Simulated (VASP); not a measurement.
# LiH in VASP: further runs, part 2 of 2

VASP 6.6.1. Earlier steps stand in the parts before.

## (4) Single point, HSE06 (strain -3.9%)

File POSCAR:

```
LiH
1.0
    2.4048445196      0.0000000000      0.0000000000
    0.0000000000      2.4048445196      0.0000000000
    0.0000000000      0.0000000000      2.4048445196
Li H
1 1
Direct
    0.0000000000      0.0000000000      0.0000000000
    0.5000000000      0.5000000000      0.5000000000
```

File INCAR.step1:

```
SYSTEM = LiH
PREC = Accurate ; ENCUT = 520
EDIFF = 1E-5 ; ISMEAR = 0
SIGMA = 0.01 ; LREAL = .FALSE.
LASPH = .TRUE. ; NELM = 80
ALGO = Normal ; ISIF = 2
LWAVE = .TRUE. ; LCHARG = .FALSE.
GGA = PE ; NBANDS = 9
```

File INCAR.step2:

```
SYSTEM = LiH
PREC = Accurate ; ENCUT = 520
EDIFF = 1E-6 ; ISMEAR = 0
SIGMA = 0.01 ; LREAL = .FALSE.
LASPH = .TRUE. ; NELM = 80
ALGO = Normal ; ISIF = 2
LWAVE = .FALSE. ; LCHARG = .FALSE.
GGA = PE ; LHFCALC = .TRUE.
HFSCREEN = 0.2079 ; PRECFOCK = Normal
ISTART = 1 ; NBANDS = 9
```

File KPOINTS:

```
Automatic mesh
0
G
  8 8 8
  0 0 0
```

Potentials or basis: VASP PAW PBE potentials, release 64 (Li_sv, H).

Launch:

```bash
> cat potpaw_PBE.64/Li_sv/POTCAR potpaw_PBE.64/H/POTCAR > POTCAR
> cp INCAR.step1 INCAR
> mpirun -np 1 vasp_std > vasp.out
> cp INCAR.step2 INCAR
> mpirun -np 1 vasp_std > vasp.out
```

OUTCAR:

```text
SYSTEM = LiH
   PREC = Accurate
   ENCUT = 520
   EDIFF = 1E-6
   ISMEAR = 0
   LREAL = .FALSE.
   LASPH = .TRUE.
   NELM = 80
   ISIF = 2
   GGA = PE
   LHFCALC = .TRUE.
   HFSCREEN = 0.2079
   PRECFOCK = Normal
   ISTART = 1

 ion  position               nearest neighbor table
   1  0.000  0.000  0.000-
   2  0.500  0.500  0.500-

  LATTYP: Found a simple cubic cell.
 ALAT       =     2.4048445196

  Lattice vectors:

 A1 = (   2.4048445196,   0.0000000000,   0.0000000000)
 A2 = (   0.0000000000,   2.4048445196,   0.0000000000)
 A3 = (   0.0000000000,   0.0000000000,   2.4048445196)

Analysis of symmetry for initial positions (statically):
=====================================================================
 Subroutine PRICEL returns:
 Original cell was already a primitive cell.

 Routine SETGRP: Setting up the symmetry group for a
 simple cubic supercell.

 Subroutine GETGRP returns: Found 48 space group operations
 (whereof 48 operations were pure point group operations)
 out of a pool of 48 trial point group operations.

The static configuration has the point symmetry O_h .

Analysis of symmetry for dynamics (positions and initial velocities):
=====================================================================
 Subroutine PRICEL returns:
 Original cell was already a primitive cell.

 Routine SETGRP: Setting up the symmetry group for a
 simple cubic supercell.

 Subroutine GETGRP returns: Found 48 space group operations
 (whereof 48 operations were pure point group operations)
 out of a pool of 48 trial point group operations.

The dynamic configuration has the point symmetry O_h .

 Subroutine INISYM returns: Found 48 space group operations
 (whereof 48 operations are pure point group operations),
 and found     1 'primitive' translations

[... 126 lines left out ...]
   AEXX    =    0.2500 exact exchange contribution
   HFSCREEN=    0.2079 screening length (either q_TF or 0.3 A-1)
   HFSCREENC=   0.2079 screening length for correlation (either q_TF or 0.3 A-1)
   ENCUTFOCK=  -1.0 apply spherical cutoff to Coloumb kernel
   IVDW    =     0    specifies the selected vdW correction
   LEPSILON=     F    determine dielectric tensor
   LRPA    =     F    only Hartree local field effects (RPA)
 non-spin polarized calculation
 Gauss-broadening in eV      SIGMA  =   0.01
  energy-cutoff  :      520.00
  volume of cell :       13.91
 maximum number of plane-waves:       384
 NGX is ok and might be reduce to    18
  NGX = 14; NGY = 14; NGZ = 14

 number of electron       3.9999988 magnetization

 Free energy of the ion-electron system (eV)
  ---------------------------------------------------
  ext. energy  EPLUGINS =         0.00000000
  ---------------------------------------------------
  free energy    TOTEN  =        -6.27831546 eV

  energy without entropy =       -6.27831546  energy(sigma->0) =       -6.27831546

 E-fermi :   4.3773     XC(G=0):  -7.5396

 val. band max:        4.1340203512   @ k =   0.5000   0.5000   0.5000
 cond. band min:       5.5489957522   @ k =   0.5000   0.0000   0.0000
 fundamental gap:      1.4149754010
 Fermi energy:         4.3772870317

 k-point     1 :       0.0000    0.0000    0.0000
  band No.  band energies     occupation
      1     -47.6277      2.00000
      2      -6.5550      2.00000
      3      17.9546      0.00000
      4      17.9546      0.00000
      5      17.9546      0.00000
      6      19.6917      0.00000
      7      21.1741      0.00000
      8      21.1741      0.00000
      9      39.6931      0.00000
[... 265 lines left out ...]
 k-point    24 :       0.5000    0.3750    0.1250
  band No.  band energies     occupation
      1     -47.4735      2.00000
      2      -0.1235      2.00000
      3       6.4536      0.00000
      4       8.5672      0.00000
      5      15.0756      0.00000
      6      22.3903      0.00000
      7      25.3183      0.00000
      8      28.7062      0.00000
      9      29.0712      0.00000

 [... further k-points ...]

------------------------ aborting loop because EDIFF is reached ----------------------------------------

  FORCE on cell =-STRESS in cart. coord.  units (eV):
  Direction    XX          YY          ZZ          XY          YZ          ZX
  --------------------------------------------------------------------------------------
  -------------------------------------------------------------------------------------
  Total        0.4035990      0.4035990      0.4035990      0.0000000     -0.0000000      0.0000000
  in kB       46.4942887     46.4942887     46.4942887      0.0000000     -0.0000000      0.0000000
  external PRESSURE =      46.4942887 kB  Pullay stress =       0.0000000 kB

 VOLUME and BASIS-vectors are now :
 -----------------------------------------------------------------------------
  energy-cutoff  :      520.00
  volume of cell :       13.91
      direct lattice vectors                 reciprocal lattice vectors
     2.404844520  0.000000000  0.000000000     0.415827299  0.000000000  0.000000000
     0.000000000  2.404844520  0.000000000     0.000000000  0.415827299  0.000000000
     0.000000000  0.000000000  2.404844520     0.000000000  0.000000000  0.415827299

 POSITION                                       TOTAL-FORCE (eV/Angst)
 -----------------------------------------------------------------------------------
      0.00000      0.00000      0.00000         0.000000      0.000000      0.000000
      1.20242      1.20242      1.20242         0.000000      0.000000      0.000000
 -----------------------------------------------------------------------------------
    total drift:                                0.000000      0.000000      0.000000

  FREE ENERGIE OF THE ION-ELECTRON SYSTEM (eV)
  ---------------------------------------------------
  free  energy   TOTEN  =        -6.2783154633 eV

  energy  without entropy=       -6.2783154633  energy(sigma->0) =       -6.27831546
```

OSZICAR.step1:

```text
N       E                     dE             d eps       ncg     rms          rms(c)
DAV:   1    -0.717304933237E+00   -0.71730E+00   -0.14637E+03   647   0.402E+02
DAV:   2    -0.585661228059E+01   -0.51393E+01   -0.51044E+01   859   0.584E+01
DAV:   3    -0.590630633495E+01   -0.49694E-01   -0.49675E-01   706   0.516E+00
DAV:   4    -0.590645888495E+01   -0.15255E-03   -0.15242E-03   826   0.263E-01
DAV:   5    -0.590645933703E+01   -0.45208E-06   -0.45207E-06   703   0.109E-02    0.289E+00
DAV:   6    -0.570330387901E+01    0.20316E+00   -0.15561E-01   734   0.123E+00    0.146E+00
DAV:   7    -0.562790839840E+01    0.75395E-01   -0.21381E-01   754   0.157E+00    0.227E-01
DAV:   8    -0.562897168928E+01   -0.10633E-02   -0.34992E-03   771   0.410E-01    0.517E-02
DAV:   9    -0.562890020211E+01    0.71487E-04   -0.25126E-04   787   0.576E-02    0.392E-03
DAV:  10    -0.562890051873E+01   -0.31662E-06   -0.60986E-06   532   0.189E-02
   1 F= -.56289005E+01 E0= -.56289005E+01  d E =-.910279E-54
```

Run time: 3.8 min. Hardware: 1 thread of Oxide Virtual Turin-like, shared host; peak memory 0.19 GiB.

Results:

| Property | Result |
| --- | --- |
| Free energy | -6.2783 eV |
| Band gap on the k mesh | 1.42 eV (least direct gap 5.38 eV) |

Caveat: the cell differs from its parent crystal (strain -3.9%); the cutoff is under 1.25 times the usual one of these potentials, so pressure, stress and relaxed cells hold a basis-set (Pulay) error; the structure was generated, so it needn't be the stable form of LiH; the PAW data sets were made with another functional, which shifts forces and pressure a little.

## (5) Single point, HSE06 (epitaxial xy strain +5.8%)

File POSCAR:

```
LiH
1.0
    2.6462545853      0.0000000000      0.0000000000
    0.0000000000      2.6462545853      0.0000000000
    0.0000000000      0.0000000000      2.5664736391
Li H
1 1
Direct
    0.0000000000      0.0000000000      0.0000000000
    0.5000000000      0.5000000000      0.5000000000
```

File INCAR.step1:

```
  ALGO = Normal
  EDIFF = 1E-5
  ENCUT = 520
  GGA = PE
  ISIF = 2
  ISMEAR = 0
  LASPH = True
  LCHARG = False
  LREAL = False
  LWAVE = True
  NBANDS = 9
  NELM = 80
  PREC = Accurate
  SIGMA = 0.01
```

File INCAR.step2:

```
  ALGO = Normal
  EDIFF = 1E-6
  ENCUT = 520
  GGA = PE
  HFSCREEN = 0.2079
  ISIF = 2
  ISMEAR = 0
  ISTART = 1
  LASPH = True
  LCHARG = False
  LHFCALC = True
  LREAL = False
  LWAVE = False
  NBANDS = 9
  NELM = 80
  PREC = Accurate
  PRECFOCK = Normal
  SIGMA = 0.01
```

File KPOINTS:

```
k-points
0
Gamma
  8 8 8
```

Potentials or basis: VASP PAW PBE potentials, release 64 (Li_sv, H).

Launch:

```bash
> cat potpaw_PBE.64/Li_sv/POTCAR potpaw_PBE.64/H/POTCAR > POTCAR
> cp INCAR.step1 INCAR
> mpirun -np 1 vasp_std > vasp.out
> cp INCAR.step2 INCAR
> mpirun -np 1 vasp_std > vasp.out
```

OUTCAR:

```text
EDIFF = 1E-6
   ENCUT = 520
   GGA = PE
   HFSCREEN = 0.2079
   ISIF = 2
   ISMEAR = 0
   ISTART = 1
   LASPH = True
   LHFCALC = True
   LREAL = False
   NELM = 80
   PREC = Accurate
   PRECFOCK = Normal

 ion  position               nearest neighbor table
   1  0.000  0.000  0.000-
   2  0.500  0.500  0.500-

  LATTYP: Found a simple tetragonal cell.
 ALAT       =     2.6462545853
 C/A-ratio  =     0.9698513716

  Lattice vectors:

 A1 = (   2.6462545853,   0.0000000000,   0.0000000000)
 A2 = (   0.0000000000,   2.6462545853,   0.0000000000)
 A3 = (   0.0000000000,   0.0000000000,   2.5664736391)

Analysis of symmetry for initial positions (statically):
=====================================================================
 Subroutine PRICEL returns:
 Original cell was already a primitive cell.

 Routine SETGRP: Setting up the symmetry group for a
 simple tetragonal supercell.

 Subroutine GETGRP returns: Found 16 space group operations
[... 177 lines left out ...]
 cond. band min:       3.5519742247   @ k =   0.5000   0.0000   0.0000
 fundamental gap:      1.3354022080
 Fermi energy:         2.3273601458

 k-point     1 :       0.0000    0.0000    0.0000
  band No.  band energies     occupation
      1     -49.0211      2.00000
      2      -6.6171      2.00000
      3      14.1874      0.00000
      4      14.1874      0.00000
      5      14.7059      0.00000
      6      15.3964      0.00000
      7      17.0776      0.00000
      8      17.9688      0.00000
      9      32.6410      0.00000
[... 265 lines left out ...]
 k-point    24 :       0.5000    0.1250    0.1250
  band No.  band energies     occupation
      1     -48.9792      2.00000
      2      -3.5507      2.00000
      3       3.8387      0.00000
      4      11.9960      0.00000
      5      15.3264      0.00000
      6      18.0181      0.00000
      7      18.9579      0.00000
      8      25.3138      0.00000
      9      26.7935      0.00000

 [... further k-points ...]

------------------------ aborting loop because EDIFF is reached ----------------------------------------

  FORCE on cell =-STRESS in cart. coord.  units (eV):
  Direction    XX          YY          ZZ          XY          YZ          ZX
  --------------------------------------------------------------------------------------
  -------------------------------------------------------------------------------------
  Total       -0.6994795     -0.6994795     -0.0634962      0.0000000      0.0000000      0.0000000
  in kB      -62.3570438    -62.3570438     -5.6605421      0.0000000      0.0000000      0.0000000
  external PRESSURE =     -43.4582099 kB  Pullay stress =       0.0000000 kB

 VOLUME and BASIS-vectors are now :
 -----------------------------------------------------------------------------
  energy-cutoff  :      520.00
  volume of cell :       17.97
      direct lattice vectors                 reciprocal lattice vectors
     2.646254585  0.000000000  0.000000000     0.377892590  0.000000000  0.000000000
     0.000000000  2.646254585  0.000000000     0.000000000  0.377892590  0.000000000
     0.000000000  0.000000000  2.566473639     0.000000000  0.000000000  0.389639693

 POSITION                                       TOTAL-FORCE (eV/Angst)
 -----------------------------------------------------------------------------------
      0.00000      0.00000      0.00000         0.000000      0.000000      0.000000
      1.32313      1.32313      1.28324         0.000000      0.000000      0.000000
 -----------------------------------------------------------------------------------
    total drift:                               -0.000000     -0.000000      0.000000

  FREE ENERGIE OF THE ION-ELECTRON SYSTEM (eV)
  ---------------------------------------------------
  free  energy   TOTEN  =        -6.2603190900 eV

  energy  without entropy=       -6.2603190900  energy(sigma->0) =       -6.26031909
```

OSZICAR.step1:

```text
N       E                     dE             d eps       ncg     rms          rms(c)
DAV:   1    -0.118485819227E+01   -0.11849E+01   -0.14070E+03  1382   0.414E+02
DAV:   2    -0.580757887136E+01   -0.46227E+01   -0.45702E+01  1829   0.549E+01
DAV:   3    -0.588302425356E+01   -0.75445E-01   -0.75373E-01  1655   0.562E+00
DAV:   4    -0.588337416211E+01   -0.34991E-03   -0.34983E-03  1722   0.366E-01
DAV:   5    -0.588337554341E+01   -0.13813E-05   -0.13812E-05  1618   0.210E-02    0.277E+00
DAV:   6    -0.568761825323E+01    0.19576E+00   -0.17666E-01  1544   0.121E+00    0.136E+00
DAV:   7    -0.562335739635E+01    0.64261E-01   -0.21720E-01  1518   0.150E+00    0.230E-01
DAV:   8    -0.562475219927E+01   -0.13948E-02   -0.52415E-03  1557   0.467E-01    0.554E-02
DAV:   9    -0.562467317285E+01    0.79026E-04   -0.35356E-04  1849   0.617E-02    0.977E-03
DAV:  10    -0.562467241965E+01    0.75320E-06   -0.87504E-06  1332   0.211E-02
   1 F= -.56246724E+01 E0= -.56246724E+01  d E =-.957452E-87
```

Wall time 8.8 min (1 thread of Oxide Virtual Turin-like, shared host); peak memory 0.21 GiB.

What came out:

```yaml
Free_energy: -6.2603 eV
Band_gap_on_the_k_mesh: 1.34 eV (least direct gap 5.02 eV)
```

Levels at points of the mesh, in eV from the valence-band top:
| k point | band 1 | band 2 | band 3 | band 4 | band 5 | band 6 |
| --- | --- | --- | --- | --- | --- | --- |
| (0.00, 0.00, 0.00) | -51.24 | -8.83 | 11.97 | 11.97 | 12.49 | 13.18 |
| (0.50, 0.00, 0.00) | -51.20 | -6.45 | 1.34 | 11.89 | 15.80 | 16.91 |
| (0.50, 0.50, 0.00) | -51.18 | -2.76 | 2.36 | 2.36 | 9.10 | 19.65 |
| (0.00, 0.00, 0.50) | -51.20 | -6.19 | 1.67 | 11.48 | 16.16 | 16.16 |
| (0.50, 0.00, 0.50) | -51.17 | -2.49 | 2.53 | 2.74 | 9.41 | 18.98 |
| (0.50, 0.50, 0.50) | -51.14 | 0.00 | 6.99 | 7.29 | 7.29 | 9.34 |

Caveat: the cell differs from its parent crystal (epitaxial xy strain +5.8%); the cutoff is under 1.25 times the usual one of these potentials, so pressure, stress and relaxed cells hold a basis-set (Pulay) error; the structure was generated, so it needn't be the stable form of LiH; the PAW data sets were made with another functional, which shifts forces and pressure a little.

## (6) Overview

| level | cell | k mesh | grid for exact exchange (PRECFOCK) | share of exact exchange | screening parameter | gap on the mesh (eV) |
| --- | --- | --- | --- | --- | --- | --- |
| r2SCAN | a = 2.502, b = 2.502, c = 2.644 Å, 2 atoms | 10 × 10 × 10 | - | - | - | 0.85 |
| r2SCAN | a = 2.646, b = 2.646, c = 2.566 Å, 2 atoms | 10 × 10 × 10 | - | - | - | 1.19 |
| HSE06 | a = 2.405 Å, 2 atoms | 8 × 8 × 8 | Normal | 0.25 | 0.2079 1/Å | 1.42 |
| HSE06 | a = 2.646, b = 2.646, c = 2.566 Å, 2 atoms | 8 × 8 × 8 | Normal | 0.25 | 0.2079 1/Å | 1.34 |

Alike in all rows: task single point; potentials or basis VASP PAW PBE potentials, release 64 (Li_sv, H); no spin polarisation; cutoff (eV) 520; smearing gaussian 0.01 eV.

Caveats: the cutoff is under 1.25 times the usual one of these potentials, so pressure, stress and relaxed cells hold a basis-set (Pulay) error; the structure was generated, so it needn't be the stable form of LiH; the PAW data sets were made with another functional, which shifts forces and pressure a little.

Absolute energies hang on the potentials; compare differences alone.
